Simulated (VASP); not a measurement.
# Co (P6_3/mmc) in VASP: a series of runs

The runs below take Co through single point, with PBEsol.

Program: VASP 6.6.1. These are calculated values, not measurements. Logs are shortened: lines on timing, memory, paths and dates and some standing lists are left out, and cuts for length are marked.

## (1) The cell of the first run

It takes space group P6_3/mmc (No. 194, hexagonal). Conventional cell: a = 2.382 Å, b = 2.382 Å, c = 4.443 Å, α = 90.00°, β = 90.00°, γ = 120.00°. Within 3.1 Å of Co (site symmetry -6m2) lie 12 Co at 2.38 to 2.61 Å.

## (2) Single point, PBEsol, collinear spin, ferromagnetic start

File INCAR:

```
ALGO = Fast
EDIFF = 1E-6
ENCUT = 520
GGA = PS
ISIF = 2
ISMEAR = 0
ISPIN = 2
LASPH = True
LCHARG = True
LELF = True
LMAXMIX = 4
LORBIT = 11
LREAL = False
LVHAR = True
LWAVE = False
MAGMOM = 1.79 1.79
NBANDS = 20
NELM = 150
PREC = Accurate
SIGMA = 0.15
```

File KPOINTS:

```
k-points
0
Gamma
  21 21 12
```

File POSCAR:

```
Co
1.0
    2.3819000000      0.0000000000      0.0000000000
   -1.1909500000      2.0627859093      0.0000000000
    0.0000000000      0.0000000000      4.4434000000
Co
2
Direct
    0.3333333333      0.6666666667      0.2500000000
    0.6666666667      0.3333333333      0.7500000000
```

Potentials or basis: VASP PAW PBE potentials, release 64 (Co).

The run is started by

```
cat potpaw_PBE.64/Co/POTCAR > POTCAR
mpirun -np 1 vasp_std > vasp.out
```

OUTCAR:

```text
EDIFF = 1E-6
   ENCUT = 520
   GGA = PS
   ISIF = 2
   ISMEAR = 0
   ISPIN = 2
   LASPH = True
   LORBIT = 11
   LREAL = False
   NELM = 150
   PREC = Accurate

 ion  position               nearest neighbor table
   1  0.333  0.667  0.250-   2 2.61   2 2.61   2 2.61   2 2.61   2 2.61   2 2.61
   2  0.667  0.333  0.750-   1 2.61   1 2.61   1 2.61   1 2.61   1 2.61   1 2.61

  LATTYP: Found a hexagonal cell.
 ALAT       =     2.3819000000
 C/A-ratio  =     1.8654855368

  Lattice vectors:

 A1 = (   2.3819000000,   0.0000000000,   0.0000000000)
 A2 = (  -1.1909500000,   2.0627859093,   0.0000000000)
 A3 = (   0.0000000000,   0.0000000000,   4.4434000000)

Analysis of symmetry for initial positions (statically):
=====================================================================
 Subroutine PRICEL returns:
 Original cell was already a primitive cell.

 Routine SETGRP: Setting up the symmetry group for a
 hexagonal supercell.

 Subroutine GETGRP returns: Found 24 space group operations
 (whereof 12 operations were pure point group operations)
 out of a pool of 24 trial point group operations.

The static configuration has the point symmetry D_3d.
 The point group associated with its full space group is D_6h.

Analysis of symmetry for dynamics (positions and initial velocities):
=====================================================================
 Subroutine PRICEL returns:
 Original cell was already a primitive cell.

 Routine SETGRP: Setting up the symmetry group for a
 hexagonal supercell.

 Subroutine GETGRP returns: Found 24 space group operations
 (whereof 12 operations were pure point group operations)
 out of a pool of 24 trial point group operations.

The dynamic configuration has the point symmetry D_3d.
 The point group associated with its full space group is D_6h.

Analysis of structural, dynamic, and magnetic symmetry:
=====================================================================
 Subroutine PRICEL returns:
 Original cell was already a primitive cell.

 Routine SETGRP: Setting up the symmetry group for a
 hexagonal supercell.

 Subroutine GETGRP returns: Found 24 space group operations
 (whereof 12 operations were pure point group operations)
 out of a pool of 24 trial point group operations.

The overall configuration has the point symmetry D_3d.
 The point group associated with its full space group is D_6h.

 Subroutine INISYM returns: Found 24 space group operations
 (whereof 12 operations are pure point group operations),
 and found     1 'primitive' translations

----------------------------------------------------------------------------------------

                                     Primitive cell

  volume of cell :      21.8320

  direct lattice vectors                    reciprocal lattice vectors
     2.381900000  0.000000000  0.000000000     0.419832907  0.242390642  0.000000000
    -1.190950000  2.062785909  0.000000000     0.000000000  0.484781283  0.000000000
     0.000000000  0.000000000  4.443400000     0.000000000  0.000000000  0.225052887

  length of vectors
     2.381900000  2.381900000  4.443400000     0.484781283  0.484781283  0.225052887

  position of ions in fractional coordinates (direct lattice)
     0.333333333  0.666666667  0.250000000
     0.666666667  0.333333333  0.750000000

  ion indices of the primitive-cell ions
   primitive index   ion index
                 1           1
                 2           2

----------------------------------------------------------------------------------------

 KPOINTS: k-points

Automatic generation of k-mesh.
 Grid dimensions read from file:
 generate k-points for:   21   21   12

 Generating k-lattice:

  Cartesian coordinates                     Fractional coordinates (reciprocal lattice)
     0.019992043  0.011542412  0.000000000     0.047619048  0.000000000  0.000000000
     0.000000000  0.023084823  0.000000000     0.000000000  0.047619048  0.000000000
     0.000000000  0.000000000  0.018754407     0.000000000  0.000000000  0.083333333

  Length of vectors
     0.023084823  0.023084823  0.018754407

  Shift w.r.t. Gamma in fractional coordinates (k-lattice)
     0.000000000  0.000000000  0.000000000

 Subroutine IBZKPT returns following result:
 ===========================================

 Found    336 irreducible k-points:

 Following reciprocal coordinates:
            Coordinates               Weight
  0.000000  0.000000  0.000000      1.000000
  0.047619 -0.000000  0.000000      6.000000
  0.095238  0.000000  0.000000      6.000000
  0.142857 -0.000000  0.000000      6.000000
  0.190476  0.000000  0.000000      6.000000
  0.238095  0.000000  0.000000      6.000000
[... 16 lines left out ...]
  0.142857  0.095238  0.000000     12.000000
  0.190476  0.095238  0.000000     12.000000
 [... further k-points ...]
   k-points           NKPTS =    336   k-points in BZ     NKDIM =    336   number of bands    NBANDS=     20
[... 33 lines left out ...]
   EFERMI_NEDOS =   21; number of points for ismear=-14 and -15
   IALGO  =     68    algorithm
   IMIX   =      4    mixing-type and parameters
     AMIX     =   0.40;   BMIX     =  1.00
     AMIX_MAG =   1.60;   BMIX_MAG =  1.00
  volume/ion in A,a.u.               =      10.92        73.66
  Fermi-wavevector in a.u.,A,eV,Ry     =   1.535093  2.900905 32.062264  2.356510
  Thomas-Fermi vector in A             =   2.641929
   LORBIT       =     11    0 simple, 1 ext, 2 COOP (PROOUT), +10 PAW based schemes
   GGA     = PS    functional components
   LHFCALC =     F    Hartree Fock is set to
   AEXX    =    0.0000 exact exchange contribution
   IVDW    =     0    specifies the selected vdW correction
   LEPSILON=     F    determine dielectric tensor
   LRPA    =     F    only Hartree local field effects (RPA)
 spin polarized calculation
 RMM-DIIS sequential band-by-band and
 Gauss-broadening in eV      SIGMA  =   0.15
  energy-cutoff  :      520.00
  volume of cell :       21.83
 maximum number of plane-waves:       609
 NGX is ok and might be reduce to    18
   NGX =  9   NGY =  9   NGZ = 17

 number of electron      18.0000007 magnetization       3.2617518

 Free energy of the ion-electron system (eV)
  ---------------------------------------------------
  ext. energy  EPLUGINS =         0.00000000
  ---------------------------------------------------
  free energy    TOTEN  =       -15.18594084 eV

  energy without entropy =      -15.16109952  energy(sigma->0) =      -15.17352018

 E-fermi :  10.1017     XC(G=0): -13.5283

 val. band max:       10.0941179256   @ k =   0.3810   0.1905   0.4167
 cond. band min:      10.1021832472   @ k =   0.2381   0.0000   0.2500
 fundamental gap:      0.0080653216
 Fermi energy:        10.1016687790

 spin component 1

 k-point     1 :       0.0000    0.0000    0.0000
  band No.  band energies     occupation
      1       1.0534      1.00000
      2       4.6016      1.00000
      3       6.7099      1.00000
      4       7.4891      1.00000
      5       7.4891      1.00000
      6       7.6611      1.00000
[... 12 lines left out ...]
     19      37.6251      0.00000
     20      38.7195      0.00000
[... 507 lines left out ...]
 k-point    24 :       0.1905    0.0952    0.0000
  band No.  band energies     occupation
      1       3.3071      1.00000
      2       5.8431      1.00000
      3       6.1972      1.00000
      4       6.7106      1.00000
      5       7.0735      1.00000
      6       7.6529      1.00000
[... 12 lines left out ...]
     19      34.3995      0.00000
     20      35.2724      0.00000

 [... further k-points ...]

 spin component 2

 k-point     1 :       0.0000    0.0000    0.0000
  band No.  band energies     occupation
      1       1.1383      1.00000
      2       5.4273      1.00000
      3       8.1887      1.00000
      4       8.5180      1.00000
      5       9.0689      1.00000
      6       9.0689      1.00000
[... 12 lines left out ...]
     19      38.0225      0.00000
     20      39.0362      0.00000
[... 507 lines left out ...]
 k-point    24 :       0.1905    0.0952    0.0000
  band No.  band energies     occupation
      1       3.4350      1.00000
      2       6.9223      1.00000
      3       7.2403      1.00000
      4       8.0758      1.00000
      5       8.5427      1.00000
      6       9.2347      1.00000
[... 12 lines left out ...]
     19      34.7384      0.00000
     20      35.6250      0.00000

 [... further k-points ...]

------------------------ aborting loop because EDIFF is reached ----------------------------------------

  FORCE on cell =-STRESS in cart. coord.  units (eV):
  Direction    XX          YY          ZZ          XY          YZ          ZX
  --------------------------------------------------------------------------------------
  -------------------------------------------------------------------------------------
  Total        0.8677601      0.8677601     -4.3369031      0.0000000      0.0000000      0.0000000
  in kB       63.6820658     63.6820659   -318.2711027      0.0000000      0.0000000      0.0000000
  external PRESSURE =     -63.6356570 kB  Pullay stress =       0.0000000 kB

 VOLUME and BASIS-vectors are now :
 -----------------------------------------------------------------------------
  energy-cutoff  :      520.00
  volume of cell :       21.83
      direct lattice vectors                 reciprocal lattice vectors
     2.381900000  0.000000000  0.000000000     0.419832907  0.242390642  0.000000000
    -1.190950000  2.062785909  0.000000000     0.000000000  0.484781283  0.000000000
     0.000000000  0.000000000  4.443400000     0.000000000  0.000000000  0.225052887

 POSITION                                       TOTAL-FORCE (eV/Angst)
 -----------------------------------------------------------------------------------
     -0.00000      1.37519      1.11085        -0.000000     -0.000000      0.000000
      1.19095      0.68760      3.33255         0.000000      0.000000      0.000000
 -----------------------------------------------------------------------------------
    total drift:                               -0.000000      0.000000     -0.000000

  FREE ENERGIE OF THE ION-ELECTRON SYSTEM (eV)
  ---------------------------------------------------
  free  energy   TOTEN  =       -15.1859408353 eV

  energy  without entropy=      -15.1610995197  energy(sigma->0) =      -15.17352018

 total charge

# of ion       s       p       d       tot
------------------------------------------
    1        0.496   0.527   7.265   8.288
    2        0.496   0.527   7.265   8.288
--------------------------------------------------
tot          0.992   1.053  14.530  16.576

 magnetization (x)

# of ion       s       p       d       tot
------------------------------------------
    1       -0.011  -0.046   1.699   1.642
    2       -0.011  -0.046   1.699   1.642
--------------------------------------------------
tot         -0.023  -0.091   3.397   3.283
```

It took 2.8 min on 1 thread of AMD EPYC 9R45 (Zen 5), shared host; peak memory 0.27 GiB.

What came out:

```
Free energy                                           : -15.1859 eV
Pressure                                              : -6.4 GPa
Net moment                                            : 3.26 μB per cell
Site moments                                          : Co +1.64 μB
Valence electrons inside the program's atomic spheres : Co 8.29
```

Levels at points of the mesh, in eV from the Fermi level:
Spin up:
```csv
k point,band 8,band 9,band 10,band 11,band 12,band 13,band 14,band 15
"(0.00, 0.00, 0.00)",-1.62,-1.60,-1.60,-0.99,-0.99,4.21,20.44,23.72
"(0.00, 0.00, 0.50)",-2.59,-1.23,-1.23,-1.23,-1.23,11.29,11.29,24.32
```
Spin down:
```csv
k point,band 4,band 5,band 6,band 7,band 8,band 9,band 10,band 11
"(0.00, 0.00, 0.00)",-1.58,-1.03,-1.03,-0.83,-0.83,0.31,0.31,1.01
"(0.00, 0.00, 0.50)",-2.21,-1.00,-1.00,-1.00,-1.00,0.73,0.73,0.73
```

Caveat: the stress differs along the axes, from -32 to 6 GPa; the PAW data sets were made with another functional, which shifts forces and pressure a little.

## (3) Single point, PBEsol, collinear spin, ferromagnetic start

This run uses another cell than the first one, of 10.96 Å³/atom.

File INCAR:

```
SYSTEM = Co
ALGO = Fast
EDIFF = 1E-6
ENCUT = 520
GGA = PS
ISIF = 2
ISMEAR = 0
ISPIN = 2
LASPH = .True.
LCHARG = .True.
LELF = .True.
LMAXMIX = 4
LORBIT = 11
LREAL = .False.
LVHAR = .True.
LWAVE = .False.
MAGMOM = 1.79 1.79
NBANDS = 20
NELM = 150
PREC = Accurate
SIGMA = 0.15
```

File KPOINTS:

```
k-points
0
Gamma
  21 21 12
  0 0 0
```

File POSCAR:

```
Co
1.0
    2.4310000000      0.0000000000      0.0000000000
   -1.2155000000      2.1053077566      0.0000000000
    0.0000000000      0.0000000000      4.2847000000
Co
2
Direct
    0.3333333333      0.6666666667      0.2500000000
    0.6666666667      0.3333333333      0.7500000000
```

Potentials or basis: VASP PAW PBE potentials, release 64 (Co).

The run is started by

```
cat potpaw_PBE.64/Co/POTCAR > POTCAR
mpirun -np 1 vasp_std > vasp.out
```

Wall time 2.3 min (1 thread of AMD EPYC 9R45 (Zen 5), shared host); peak memory 0.27 GiB.

Results (log left out):

- Free energy: -15.3390 eV
- Pressure: -10.6 GPa
- Net moment: 3.24 μB per cell
- Site moments: Co +1.64 μB
- Valence electrons inside the program's atomic spheres: Co 8.26

Stress tensor (GPa, compression positive):
```
 -2.99   0.00   0.00
  0.00  -2.99   0.00
  0.00   0.00 -25.96
```

Levels at points of the mesh, in eV from the Fermi level:
Spin up:
| k point | band 7 | band 8 | band 9 | band 10 | band 11 | band 12 | band 13 | band 14 | band 15 | band 16 |
| --- | --- | --- | --- | --- | --- | --- | --- | --- | --- | --- |
| (0.00, 0.00, 0.00) | -2.36 | -1.72 | -1.72 | -1.07 | -0.93 | -0.93 | 4.97 | 22.44 | 22.93 | 25.55 |
| (0.00, 0.00, 0.50) | -2.58 | -2.58 | -1.21 | -1.21 | -1.21 | -1.21 | 12.63 | 12.63 | 23.57 | 23.57 |
Spin down:
```tsv
k point	band 3	band 4	band 5	band 6	band 7	band 8	band 9	band 10	band 11	band 12
(0.00, 0.00, 0.00)	-1.53	-1.05	-0.98	-0.98	-0.72	-0.72	0.13	0.13	1.01	1.01
(0.00, 0.00, 0.50)	-1.92	-1.92	-0.96	-0.96	-0.96	-0.96	0.70	0.70	0.70	0.70
```

Caveat: the stress differs along the axes, from -26 to -3 GPa; the PAW data sets were made with another functional, which shifts forces and pressure a little.

## (4) Single point, PBEsol, collinear spin, ferromagnetic start

This run uses another cell than the first one, of 9.35 Å³/atom.

File INCAR:

```
SYSTEM = Co
PREC     = Accurate       ! precision mode
ENCUT    = 520            ! plane-wave cutoff, eV
EDIFF    = 1E-6           ! SCF threshold, eV
ISMEAR   = 0              ! smearing method
SIGMA    = 0.15           ! smearing width, eV
LREAL    = .False.        ! projectors in reciprocal space
LASPH    = .True.         ! aspherical terms in the spheres
NELM     = 150            ! most SCF steps
ALGO     = Normal         ! electronic algorithm
ISIF     = 2              ! what is computed and relaxed
LWAVE    = .False.        ! write WAVECAR
LCHARG   = .False.        ! write CHGCAR
ISPIN    = 2              ! spin polarisation
MAGMOM   = 1.79 1.79      ! initial moments
LORBIT   = 11             ! projections on sites
LMAXMIX  = 4              ! l up to which the mixer works
GGA      = PS             ! functional
NBANDS   = 20             ! bands
```

File KPOINTS:

```
Automatic mesh
0
Gamma
  21 21 12
  0 0 0
```

File POSCAR:

```
Co
1.0
    2.3327000000      0.0000000000      0.0000000000
   -1.1663500000      2.0201774594      0.0000000000
    0.0000000000      0.0000000000      3.9673513066
Co
2
Direct
    0.3333333333      0.6666666667      0.2500000000
    0.6666666667      0.3333333333      0.7500000000
```

The run is started by

```
cat potpaw_PBE.64/Co/POTCAR > POTCAR
mpirun -np 1 vasp_std > vasp.out
```

Wall time 96 s (1 thread of Intel Xeon 6975P-C (Granite Rapids), shared host); peak memory 0.27 GiB.

The run converged. Its results:

* Free energy: -15.2588 eV
* Pressure: 32.1 GPa
* Net moment: 3.00 μB per cell
* Site moments: Co +1.49 μB
* Valence electrons inside the program's atomic spheres: Co 8.61

Stress tensor (GPa, compression positive):
```
40.40  0.00  0.00
 0.00 40.40  0.00
 0.00  0.00 15.38
```

Levels at points of the mesh, in eV from the Fermi level:
Spin up:
```tsv
k point	band 6	band 7	band 8	band 9	band 10	band 11	band 12	band 13	band 14	band 15
(0.00, 0.00, 0.00)	-2.44	-2.44	-1.75	-1.75	-0.84	-0.59	-0.59	7.00	23.87	25.45
(0.00, 0.00, 0.50)	-2.80	-2.80	-2.80	-0.96	-0.96	-0.96	-0.96	15.42	15.42	24.64
```
Spin down:
```tsv
k point	band 3	band 4	band 5	band 6	band 7	band 8	band 9	band 10	band 11	band 12
(0.00, 0.00, 0.00)	-1.69	-1.29	-1.29	-0.91	-0.91	-0.77	-0.07	-0.07	1.19	1.19
(0.00, 0.00, 0.50)	-2.22	-2.22	-1.30	-1.30	-1.30	-1.30	0.78	0.78	0.78	0.78
```

Caveat: the stress differs along the axes, from 15 to 40 GPa; the PAW data sets were made with another functional, which shifts forces and pressure a little.

## (5) Single point, PBEsol, collinear spin, ferromagnetic start

This run uses another cell than the first one, of 9.36 Å³/atom.

File INCAR:

```
SYSTEM = Co
  PREC = Accurate
  ENCUT = 520
  EDIFF = 1E-6
  ISMEAR = 0
  SIGMA = 0.15
  LREAL = .False.
  LASPH = .True.
  NELM = 150
  ALGO = Normal
  ISIF = 2
  LWAVE = .False.
  LCHARG = .False.
  ISPIN = 2
  MAGMOM = 1.79 1.79
  LORBIT = 11
  LMAXMIX = 4
  GGA = PS
  NBANDS = 20
```

File KPOINTS:

```
regular mesh
0
Gamma
  21 21 12
  0 0 0
```

File POSCAR:

```
Co
1.0
    2.3819000000      0.0000000000      0.0000000000
   -1.1909500000      2.0627859093      0.0000000000
    0.0000000000      0.0000000000      3.8087000000
Co
2
Direct
    0.3333333333      0.6666666667      0.2500000000
    0.6666666667      0.3333333333      0.7500000000
```

The run is started by

```
cat potpaw_PBE.64/Co/POTCAR > POTCAR
mpirun -np 1 vasp_std > vasp.out
```

It took 97 s on 1 thread of Intel Xeon 6975P-C (Granite Rapids), shared host; peak memory 0.27 GiB.

It converged, with:

- Free energy: -15.3114 eV
- Pressure: 30.6 GPa
- Net moment: 2.96 μB per cell
- Site moments: Co +1.47 μB
- Valence electrons inside the program's atomic spheres: Co 8.61

Stress tensor (GPa, compression positive):
```
29.18  0.00  0.00
 0.00 29.18  0.00
 0.00  0.00 33.49
```

Levels at points of the mesh, in eV from the Fermi level:
Spin up:
| k point | band 7 | band 8 | band 9 | band 10 | band 11 | band 12 | band 13 | band 14 |
| --- | --- | --- | --- | --- | --- | --- | --- | --- |
| (0.00, 0.00, 0.00) | -2.36 | -1.96 | -1.96 | -0.52 | -0.52 | -0.03 | 7.98 | 23.02 |
| (0.00, 0.00, 0.50) | -2.87 | -2.87 | -0.90 | -0.90 | -0.90 | -0.90 | 17.09 | 17.09 |
Spin down:
```csv
k point,band 3,band 4,band 5,band 6,band 7,band 8,band 9,band 10,band 11,band 12
"(0.00, 0.00, 0.00)",-1.29,-1.29,-1.22,-0.81,-0.81,-0.37,-0.37,0.03,1.20,1.20
"(0.00, 0.00, 0.50)",-1.89,-1.89,-1.39,-1.39,-1.39,-1.39,0.79,0.79,0.79,0.79
```

Caveat: the cell stands under pressure; the PAW data sets were made with another functional, which shifts forces and pressure a little.

## (6) Overview

```csv
cell,gap on the mesh (eV),pressure (GPa),moment (μB)
"a = 2.382, b = 2.382, c = 4.443 Å, angles 90.0, 90.0, 120.0°, 2 atoms",none,-6.4,3.26
"a = 2.431, b = 2.431, c = 4.285 Å, angles 90.0, 90.0, 120.0°, 2 atoms",none,-10.6,3.24
"a = 2.333, b = 2.333, c = 3.967 Å, angles 90.0, 90.0, 120.0°, 2 atoms",none,32.1,3.00
"a = 2.382, b = 2.382, c = 3.809 Å, angles 90.0, 90.0, 120.0°, 2 atoms",none,30.6,2.96
```

Alike in all rows: task single point; level PBEsol; potentials or basis VASP PAW PBE potentials, release 64 (Co); spin collinear, ferromagnetic start; k mesh 21 × 21 × 12; cutoff (eV) 520; smearing gaussian 0.15 eV.

Caveats: the PAW data sets were made with another functional, which shifts forces and pressure a little; the stress differs along the axes, from -32 to 6 GPa (at least some runs); the stress differs along the axes, from -26 to -3 GPa (at least some runs); the stress differs along the axes, from 15 to 40 GPa (at least some runs); the cell stands under pressure (at least some runs).

Total energies depend on the potentials used, so only differences within one code and one set of settings carry meaning.
